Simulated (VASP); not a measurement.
# BaTe (Fm-3m) in VASP: a series of runs

Aim: see how the results for BaTe move with the level of theory and the settings. Levels: r2SCAN, PBE. Tasks: single point, relaxation of cell and atoms.

All numbers are computed with VASP 6.6.1; they aren't measurements. Logs are shortened: lines on timing, memory, paths and dates and some standing lists are left out, and cuts for length are marked.

## (1) The cell of the first run

Symmetry: Fm-3m, No. 225, cubic system. Conventional cell: a = 7.202 Å, b = 7.202 Å, c = 7.202 Å, α = 90.00°, β = 90.00°, γ = 90.00°. Ba (site symmetry m-3m) has 6 Te at 3.60 Å within 4.7 Å. Te (site symmetry m-3m) has 6 Ba at 3.60 Å within 4.7 Å.

## (2) Single point, r2SCAN

Input file POSCAR:

```
BaTe
1.0
    0.0000000000      3.6008680900      3.6008680900
    3.6008680900      0.0000000000      3.6008680900
    3.6008680900      3.6008680900      0.0000000000
Ba Te
1 1
Direct
    0.0000000000      0.0000000000      0.0000000000
    0.5000000000      0.5000000000      0.5000000000
```

Input file INCAR.step1:

```
SYSTEM = BaTe
ALGO = Normal
EDIFF = 1E-4
ENCUT = 520
GGA = PE
ISMEAR = -1
LASPH = .True.
LCHARG = .False.
LREAL = .False.
LWAVE = .True.
NBANDS = 15
NELM = 100
PREC = Accurate
SIGMA = 0.02
```

Input file INCAR.step2:

```
SYSTEM = BaTe
ALGO = Normal
EDIFF = 1E-6
ENCUT = 520
ISIF = 2
ISMEAR = -1
ISTART = 1
LASPH = .True.
LCHARG = .True.
LELF = .True.
LMIXTAU = .True.
LREAL = .False.
LVHAR = .True.
LWAVE = .False.
METAGGA = R2SCAN
NBANDS = 15
NELM = 100
PREC = Accurate
SIGMA = 0.02
```

Input file KPOINTS:

```
k-points
0
Gamma
  8 8 8
  0 0 0
```

Potentials or basis: VASP PAW PBE potentials, release 64 (Ba_sv, Te).

Launch:

```
> cat potpaw_PBE.64/Ba_sv/POTCAR potpaw_PBE.64/Te/POTCAR > POTCAR
> cp INCAR.step1 INCAR
> mpirun -np 1 vasp_std > vasp.out
> cp INCAR.step2 INCAR
> mpirun -np 1 vasp_std > vasp.out
```

OUTCAR:

```text
SYSTEM = BaTe
   EDIFF = 1E-6
   ENCUT = 520
   ISIF = 2
   ISMEAR = -1
   ISTART = 1
   LASPH = .True.
   LREAL = .False.
   METAGGA = R2SCAN
   NELM = 100
   PREC = Accurate

 ion  position               nearest neighbor table
   1  0.000  0.000  0.000-   2 3.60   2 3.60   2 3.60   2 3.60   2 3.60   2 3.60
   2  0.500  0.500  0.500-   1 3.60   1 3.60   1 3.60   1 3.60   1 3.60   1 3.60

  LATTYP: Found a face centered cubic cell.
 ALAT       =     7.2017361800

  Lattice vectors:

 A1 = (   0.0000000000,   3.6008680900,   3.6008680900)
 A2 = (   3.6008680900,   0.0000000000,   3.6008680900)
 A3 = (   3.6008680900,   3.6008680900,   0.0000000000)

Analysis of symmetry for initial positions (statically):
=====================================================================
 Subroutine PRICEL returns:
 Original cell was already a primitive cell.

 Routine SETGRP: Setting up the symmetry group for a
 face centered cubic supercell.

 Subroutine GETGRP returns: Found 48 space group operations
 (whereof 48 operations were pure point group operations)
 out of a pool of 48 trial point group operations.

The static configuration has the point symmetry O_h .

Analysis of symmetry for dynamics (positions and initial velocities):
=====================================================================
 Subroutine PRICEL returns:
 Original cell was already a primitive cell.

 Routine SETGRP: Setting up the symmetry group for a
 face centered cubic supercell.

 Subroutine GETGRP returns: Found 48 space group operations
 (whereof 48 operations were pure point group operations)
 out of a pool of 48 trial point group operations.

The dynamic configuration has the point symmetry O_h .

 Subroutine INISYM returns: Found 48 space group operations
 (whereof 48 operations are pure point group operations),
 and found     1 'primitive' translations

----------------------------------------------------------------------------------------

                                     Primitive cell

  volume of cell :      93.3795

  direct lattice vectors                    reciprocal lattice vectors
     0.000000000  3.600868090  3.600868090    -0.138855406  0.138855406  0.138855406
     3.600868090  0.000000000  3.600868090     0.138855406 -0.138855406  0.138855406
     3.600868090  3.600868090  0.000000000     0.138855406  0.138855406 -0.138855406

  length of vectors
     5.092396489  5.092396489  5.092396489     0.240504618  0.240504618  0.240504618

  position of ions in fractional coordinates (direct lattice)
     0.000000000  0.000000000  0.000000000
     0.500000000  0.500000000  0.500000000

  ion indices of the primitive-cell ions
   primitive index   ion index
                 1           1
                 2           2

----------------------------------------------------------------------------------------

 KPOINTS: k-points

Automatic generation of k-mesh.
 Grid dimensions read from file:
 generate k-points for:    8    8    8

 Generating k-lattice:

  Cartesian coordinates                     Fractional coordinates (reciprocal lattice)
    -0.017356926  0.017356926  0.017356926     0.125000000  0.000000000  0.000000000
     0.017356926 -0.017356926  0.017356926     0.000000000  0.125000000  0.000000000
     0.017356926  0.017356926 -0.017356926     0.000000000  0.000000000  0.125000000

  Length of vectors
     0.030063077  0.030063077  0.030063077

  Shift w.r.t. Gamma in fractional coordinates (k-lattice)
     0.000000000  0.000000000  0.000000000

 Subroutine IBZKPT returns following result:
 ===========================================

 Found     29 irreducible k-points:

 Following reciprocal coordinates:
            Coordinates               Weight
  0.000000  0.000000  0.000000      1.000000
  0.125000  0.000000  0.000000      8.000000
  0.250000  0.000000  0.000000      8.000000
  0.375000  0.000000  0.000000      8.000000
  0.500000  0.000000  0.000000      4.000000
  0.125000  0.125000  0.000000      6.000000
[... 16 lines left out ...]
  0.500000  0.250000  0.125000     48.000000
 -0.375000  0.250000  0.125000     24.000000
 [... further k-points ...]
   k-points           NKPTS =     29   k-points in BZ     NKDIM =     29   number of bands    NBANDS=     15
   number of dos      NEDOS =    301   number of ions     NIONS =      2
   total plane-waves  NPLWV =  64000
   dimension x,y,z NGX =    40 NGY =   40 NGZ =   40
   dimension x,y,z NGXF=    80 NGYF=   80 NGZF=   80
   ions per type =               1   1
   NGX,Y,Z   is equivalent  to a cutoff of  13.06, 13.06, 13.06 a.u.
   NGXF,Y,Z  is equivalent  to a cutoff of  26.12, 26.12, 26.12 a.u.
 SYSTEM =  BaTe
   PREC   = accura    normal or accurate (medium, high low for compatibility)
   ISTART =      1    job   : 0-new  1-cont  2-samecut
   ICHARG =      0    charge: 1-file 2-atom 10-const
   ISPIN  =      1    spin polarized calculation?
   LNONCOLLINEAR =      F non collinear calculations
   LSORBIT =      F    spin-orbit coupling
   LASPH  =      T    aspherical Exc in radial PAW
   ENCUT  =  520.0 eV  38.22 Ry    6.18 a.u.   9.47  9.47  9.47*2*pi/ulx,y,z
   NELM   =    100;   NELMIN=  2; NELMDL=  0     # of ELM steps
   EDIFF  = 0.1E-05   stopping-criterion for ELM
   LREAL  =      F    real-space projection
   EDIFFG = 0.1E-04   stopping-criterion for IOM
   NSW    =      0    number of steps for IOM
   IBRION =     -1    ionic relax: 0-MD 1-quasi-New 2-CG
   NFREE  =      0    steps in history (QN), initial steepest desc. (CG)
   ISIF   =      2    stress and relaxation
   ISYM   =      2    0-nonsym 1-usesym 2-fastsym
   POTIM  = 0.5000    time-step for ionic-motion
   TEBEG  =    0.0;   TEEND  =   0.0 temperature during run
   PSTRESS=    0.0 pullay stress
   NELECT =      16.0000    total number of electrons
   NUPDOWN=      -1.0000    fix difference up-down
   EMIN   =  10.00;   EMAX   =-10.00  energy-range for DOS
   EFERMI =   0.00;   METHOD = LEGACY
   ISMEAR =    -1;   SIGMA  =   0.02  broadening in eV -4-tet -1-fermi 0-gaus
   EFERMI_NEDOS =   21; number of points for ismear=-14 and -15
   IALGO  =     38    algorithm
   IMIX   =      4    mixing-type and parameters
     AMIX     =   0.40;   BMIX     =  1.00
     AMIX_MAG =   1.60;   BMIX_MAG =  1.00
  volume/ion in A,a.u.               =      46.69       315.08
  Fermi-wavevector in a.u.,A,eV,Ry     =   0.909280  1.718290 11.249161  0.826790
  Thomas-Fermi vector in A             =   2.033306
   LORBIT       =      0    0 simple, 1 ext, 2 COOP (PROOUT), +10 PAW based schemes
   METAGGA = R2SCAN    functional components
   LHFCALC =     F    Hartree Fock is set to
   AEXX    =    0.0000 exact exchange contribution
   IVDW    =     0    specifies the selected vdW correction
   LEPSILON=     F    determine dielectric tensor
   LRPA    =     F    only Hartree local field effects (RPA)
 non-spin polarized calculation
  energy-cutoff  :      520.00
  volume of cell :       93.38
 maximum number of plane-waves:      2565
 NGX is ok and might be reduce to    40
   NGX = 19   NGY = 19   NGZ = 19

 number of electron      16.0000000 magnetization

 Free energy of the ion-electron system (eV)
  ---------------------------------------------------
  ext. energy  EPLUGINS =         0.00000000
  ---------------------------------------------------
  free energy    TOTEN  =       -56.01067939 eV

  energy without entropy =      -56.01067939  energy(sigma->0) =      -56.01067939

 E-fermi :   1.9965     XC(G=0):  -8.2762

 val. band max:        1.5529389989   @ k =   0.0000   0.0000   0.0000
 cond. band min:       3.5916834371   @ k =   0.5000   0.5000   0.0000
 fundamental gap:      2.0387444383
 Fermi energy:         1.9964810783

 k-point     1 :       0.0000    0.0000    0.0000
  band No.  band energies     occupation
      1     -26.4987      2.00000
      2     -11.2052      2.00000
      3     -11.2052      2.00000
      4     -11.2052      2.00000
      5      -8.0793      2.00000
      6       1.5529      2.00000
      7       1.5529      2.00000
      8       1.5529      2.00000
      9       4.7847      0.00000
     10       4.9307      0.00000
     11       4.9307      0.00000
     12       4.9307      0.00000
     13       5.5361      0.00000
     14       5.5361      0.00000
     15       9.0079      0.00000

 k-point     2 :       0.1250    0.0000    0.0000
  band No.  band energies     occupation
      1     -26.4974      2.00000
      2     -11.2517      2.00000
      3     -11.2064      2.00000
      4     -11.2064      2.00000
      5      -7.9958      2.00000
      6       1.1149      2.00000
      7       1.3645      2.00000
      8       1.3645      2.00000
      9       4.9221      0.00000
     10       5.1145      0.00000
     11       5.1145      0.00000
     12       5.4081      0.00000
     13       5.9259      0.00000
     14       5.9259      0.00000
     15       9.4620      0.00000

 k-point     3 :       0.2500    0.0000    0.0000
  band No.  band energies     occupation
      1     -26.4944      2.00000
      2     -11.3568      2.00000
      3     -11.2093      2.00000
      4     -11.2093      2.00000
      5      -7.7975      2.00000
      6       0.3523      2.00000
      7       0.9964      2.00000
      8       0.9964      2.00000
      9       5.0841      0.00000
     10       5.6062      0.00000
     11       5.6062      0.00000
     12       6.5642      0.00000
     13       6.9092      0.00000
     14       6.9092      0.00000
     15      10.0638      0.00000

 k-point     4 :       0.3750    0.0000    0.0000
  band No.  band energies     occupation
      1     -26.4913      2.00000
      2     -11.4532      2.00000
      3     -11.2122      2.00000
      4     -11.2122      2.00000
      5      -7.6016      2.00000
      6      -0.2305      2.00000
      7       0.7018      2.00000
      8       0.7018      2.00000
      9       5.5267      0.00000
     10       6.3017      0.00000
     11       6.3017      0.00000
     12       7.0758      0.00000
     13       8.1011      0.00000
     14       8.1011      0.00000
     15       9.8371      0.00000
[... 307 lines left out ...]
 k-point    22 :       0.3750    0.2500    0.1250
  band No.  band energies     occupation
      1     -26.4921      2.00000
      2     -11.3650      2.00000
      3     -11.2450      2.00000
      4     -11.2174      2.00000
      5      -7.7568      2.00000
      6       0.1114      2.00000
      7       0.8936      2.00000
      8       1.1024      2.00000
      9       4.6394      0.00000
     10       5.8731      0.00000
     11       6.2561      0.00000
     12       6.4827      0.00000
     13       6.9626      0.00000
     14       8.5622      0.00000
     15       9.8071      0.00000

 k-point    23 :       0.5000    0.2500    0.1250
  band No.  band energies     occupation
      1     -26.4896      2.00000
      2     -11.4085      2.00000
      3     -11.2591      2.00000
      4     -11.2257      2.00000
      5      -7.6689      2.00000
      6      -0.0379      2.00000
      7       0.6714      2.00000
      8       0.8436      2.00000
      9       5.0448      0.00000
     10       6.3946      0.00000
     11       6.7145      0.00000
     12       6.8525      0.00000
     13       7.4684      0.00000
     14       9.0039      0.00000
     15       9.1577      0.00000

 k-point    24 :      -0.3750    0.2500    0.1250
  band No.  band energies     occupation
      1     -26.4886      2.00000
      2     -11.4268      2.00000
      3     -11.2608      2.00000
      4     -11.2323      2.00000
      5      -7.6332      2.00000
      6      -0.0793      2.00000
      7       0.6273      2.00000
      8       0.6786      2.00000
      9       5.6244      0.00000
     10       5.8860      0.00000
     11       7.0485      0.00000
     12       7.2766      0.00000
     13       7.7528      0.00000
     14       8.5673      0.00000
     15       9.7105      0.00000

 [... further k-points ...]

------------------------ aborting loop because EDIFF is reached ----------------------------------------

  FORCE on cell =-STRESS in cart. coord.  units (eV):
  Direction    XX          YY          ZZ          XY          YZ          ZX
  --------------------------------------------------------------------------------------
  -------------------------------------------------------------------------------------
  Total       -0.7681940     -0.7681940     -0.7681940      0.0000000      0.0000000      0.0000000
  in kB      -13.1804392    -13.1804392    -13.1804392      0.0000000      0.0000000      0.0000000
  external PRESSURE =     -13.1804392 kB  Pullay stress =       0.0000000 kB

 VOLUME and BASIS-vectors are now :
 -----------------------------------------------------------------------------
  energy-cutoff  :      520.00
  volume of cell :       93.38
      direct lattice vectors                 reciprocal lattice vectors
     0.000000000  3.600868090  3.600868090    -0.138855406  0.138855406  0.138855406
     3.600868090  0.000000000  3.600868090     0.138855406 -0.138855406  0.138855406
     3.600868090  3.600868090  0.000000000     0.138855406  0.138855406 -0.138855406

 POSITION                                       TOTAL-FORCE (eV/Angst)
 -----------------------------------------------------------------------------------
      0.00000      0.00000      0.00000         0.000000      0.000000      0.000000
      3.60087      3.60087      3.60087         0.000000      0.000000      0.000000
 -----------------------------------------------------------------------------------
    total drift:                                0.000000     -0.000000     -0.000000

  FREE ENERGIE OF THE ION-ELECTRON SYSTEM (eV)
  ---------------------------------------------------
  free  energy   TOTEN  =       -56.0106793935 eV

  energy  without entropy=      -56.0106793935  energy(sigma->0) =      -56.01067939
```

It took 3.4 min on 1 thread of Intel Xeon Platinum 8488C (Sapphire Rapids), shared host; peak memory 0.27 GiB.

Results:

| Property | Result |
| --- | --- |
| Free energy | -56.0107 eV |
| Pressure | -1.3 GPa |
| Band gap on the k mesh | 2.04 eV, indirect (least direct gap 2.42 eV) |

Levels at points of the mesh, in eV from the valence-band top:
| k point | band 6 | band 7 | band 8 | band 9 | band 10 | band 11 |
| --- | --- | --- | --- | --- | --- | --- |
| (0.00, 0.00, 0.00) | 0.00 | 0.00 | 0.00 | 3.23 | 3.38 | 3.38 |
| (0.50, 0.00, 0.00) | -2.00 | -0.96 | -0.96 | 4.51 | 5.04 | 5.21 |
| (0.50, 0.50, 0.00) | -1.11 | -0.38 | -0.38 | 2.04 | 4.80 | 4.97 |

Caveat: the PAW data sets were made with another functional, which shifts forces and pressure a little; spin-orbit coupling is left out, which moves the levels of the heavy elements. A k mesh can miss the band edges.

## (3) Relaxation of cell and atoms, PBE

This run uses another cell than the first one, of 39.65 Å³/atom, 0.849 times its volume.

Input file INCAR:

```
PREC = Accurate ; ENCUT = 600
EDIFF = 1E-6 ; ISMEAR = -1
SIGMA = 0.02 ; LREAL = F
LASPH = T ; NELM = 80
ALGO = Normal ; ISIF = 3
LWAVE = F ; LCHARG = F
GGA = PE ; IBRION = 2
NSW = 80 ; EDIFFG = -0.01
```

Input file KPOINTS:

```
Automatic mesh
0
Gamma
  8 8 8
```

Input file POSCAR:

```
BaTe
1.0
    0.0000000000      3.4100000000      3.4100000000
    3.4100000000      0.0000000000      3.4100000000
    3.4100000000      3.4100000000      0.0000000000
Ba Te
1 1
Direct
    0.0000000000      0.0000000000      0.0000000000
    0.5000000000      0.5000000000      0.5000000000
```

Potentials or basis: VASP PAW PBE potentials, release 64 (Ba_sv, Te).

Launch:

```
> cat potpaw_PBE.64/Ba_sv/POTCAR potpaw_PBE.64/Te/POTCAR > POTCAR
> mpirun -np 1 vasp_std > vasp.out
```

It took 1.7 min on 1 thread of Intel Xeon Platinum 8488C (Sapphire Rapids), shared host; peak memory 0.25 GiB.

Results (log left out):

- Free energy: -8.6294 eV
- Relaxed volume: 44.50 Å³/atom
- Relaxed cell: a = 5.011 Å, b = 5.011 Å, c = 5.011 Å, α = 60.00°, β = 60.00°, γ = 60.00°
- Space group after relaxing (to 0.05 Å): Fm-3m (No. 225)
- Energy gained by relaxing: 58.1 meV/atom
- Ionic steps: 3
- Pressure after relaxing: 0.0 GPa
- Band gap on the k mesh: 1.60 eV, indirect (least direct gap 1.98 eV)

Step by step:
| step | energy change (eV) | largest force (eV/Å) | pressure (GPa) | volume (Å³) |
| --- | --- | --- | --- | --- |
| 1 | 0.0000 | 0.0000 | 4.24 | 79.30 |
| 2 | -0.1083 | 0.0000 | -0.85 | 91.98 |
| 3 | -0.1163 | 0.0000 | 0.02 | 88.99 |

Final structure:
```xyz
2
Lattice="0.0000 3.5436 3.5436 3.5436 0.0000 3.5436 3.5436 3.5436 0.0000" Properties=species:S:1:pos:R:3 pbc="T T T"
Ba    0.0000    0.0000    0.0000
Te    3.5436    3.5436    3.5436
```

Levels at points of the mesh, in eV from the valence-band top:
| k point | band 6 | band 7 | band 8 | band 9 | band 10 | band 11 |
| --- | --- | --- | --- | --- | --- | --- |
| (0.00, 0.00, 0.00) | 0.00 | 0.00 | 0.00 | 2.77 | 2.95 | 2.95 |
| (0.50, 0.00, 0.00) | -2.14 | -1.06 | -1.06 | 4.14 | 4.66 | 4.81 |
| (0.50, 0.50, 0.00) | -1.12 | -0.38 | -0.38 | 1.60 | 4.37 | 4.49 |

Caveat: spin-orbit coupling is left out, which moves the levels of the heavy elements; the volume moved by +12 % from the deposited cell, more than functionals usually miss.
